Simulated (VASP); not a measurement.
Wanted: the native input for a VASP 6.6.1 run.

| Item | Value |
| --- | --- |
| Task | single point |
| Functional | PBE |
| Potentials or basis | VASP PAW PBE potentials, release 64 (Ga_d) |
| Cutoff | 520 eV |
| k mesh | 17 × 17 × 17 |
| Occupations | fermi-dirac, width 0.08 eV |
| Spin | no spin polarisation |
| Dipole correction | no |
| Further INCAR settings | ALGO = Normal; EDIFF = 1e-07; NBANDS = 20 |

The structure of Ga lies in POSCAR:

```
Ga
1.0
   -2.4427782745      2.4427782745      1.2840057960
    2.4427782745     -2.4427782745      1.2840057960
    2.4427782745      2.4427782745     -1.2840057960
Ga
2
Direct
   -0.3750000000     -0.1250000000     -0.2500000000
    0.3750000000      0.1250000000      0.2500000000
```

This cell differs from its parent crystal: volume scaled by 0.78.

One way to write it, as run:

INCAR

```
  ALGO = Normal
  EDIFF = 1E-7
  ENCUT = 520
  GGA = PE
  ISIF = 2
  ISMEAR = -1
  LASPH = T
  LCHARG = F
  LREAL = F
  LWAVE = F
  NBANDS = 20
  NELM = 100
  PREC = Accurate
  SIGMA = 0.08
```

KPOINTS

```
k-points
0
Gamma
  17 17 17
```

Potentials or basis: VASP PAW PBE potentials, release 64 (Ga_d).

The run is started by

```bash
$ cat potpaw_PBE.64/Ga_d/POTCAR > POTCAR
$ mpirun -np 1 vasp_std > vasp.out
```

It gave:

The pressure is 22.6 GPa and the band gap on the k mesh is zero (band 13 reaches 10.73 eV, above the bottom of band 14 at 2.12 eV).

Run time: 100 s on 1 thread of Intel(R) Xeon(R) 6975P-C (Granite Rapids), with other jobs on the host, peak memory 0.31 GiB.
